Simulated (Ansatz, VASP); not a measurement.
Ni in VASP and in Ansatz

Contents of INCAR:

```
SYSTEM = Ni
PREC = Accurate
ENCUT = 520
EDIFF = 1E-6
ISMEAR = -1
SIGMA = 0.05
LREAL = .FALSE.
LASPH = .TRUE.
NELM = 150
ALGO = Normal
ISIF = 2
LWAVE = .FALSE.
LCHARG = .FALSE.
ISPIN = 2
MAGMOM = 0.634
LORBIT = 11
LMAXMIX = 4
GGA = RE
NBANDS = 15
```

KPOINTS

```
regular mesh
0
G
  15 15 15
  0 0 0
```

File POSCAR:

```
Ni
1.0
    2.3779431016      0.0000000000      0.0000000000
    0.0000000000      2.3779431016      0.0000000000
    0.0000000000      0.0000000000      2.3779431016
Ni
1
Direct
    0.0000000000      0.0000000000      0.0000000000
```

Input for Ansatz:

```yaml
crystal:
  lattice:
    - [2.3779431016, 0.0, 0.0]
    - [0.0, 2.3779431016, 0.0]
    - [0.0, 0.0, 2.3779431016]
  atoms:
    - { symbol: Ni, position: [0.0, 0.0, 0.0], spin: 0.634 }
hamiltonian:
  xc: revpbe
  pseudopotentials:
    kind: paw
    azcp:
      Ni: "pseudopotentials/Ni.paw.azcp"
basis:
  ecutwfc: 420
  fft_grid_basis: typed
kpoints:
  mp_grid: { grid: [15, 15, 15], shift: [0, 0, 0] }
magnetization:
  spin_polarized: true
scf:
  occupations: { method: fermi_dirac, width: 0.05 }
  lower_state_search: "off"
output:
  stress: true
```

Alike in both runs: task single point; functional revPBE; k mesh 15 × 15 × 15; occupations fermi-dirac, width 0.05 eV; collinear spin.

|  | VASP | Ansatz |
| --- | --- | --- |
| version | VASP 6.6.1 | Ansatz 0.2.0 |
| potentials or method | VASP PAW PBE potentials, release 64 (Ni), cutoff 520 eV | plane waves (420 eV) with PAW, scalar-relativistic |
| valence electrons in the cell | 10 | 18 |

```csv
,VASP,Ansatz,Ansatz less VASP
pressure (GPa),-4.1,-4.1,+0.01
net moment per atom (μB),0.66,0.69,+0.025
size of the moment on the site where the two differ most (μB),0.67,0.71,+0.040
```

VASP's potentials were made for PBE, not for revPBE. Site moments also hang on the region over which each program counts them. VASP's potentials hold 10 valence electrons a cell and Ansatz's 18, so a difference there can come from the potentials and not from the codes.
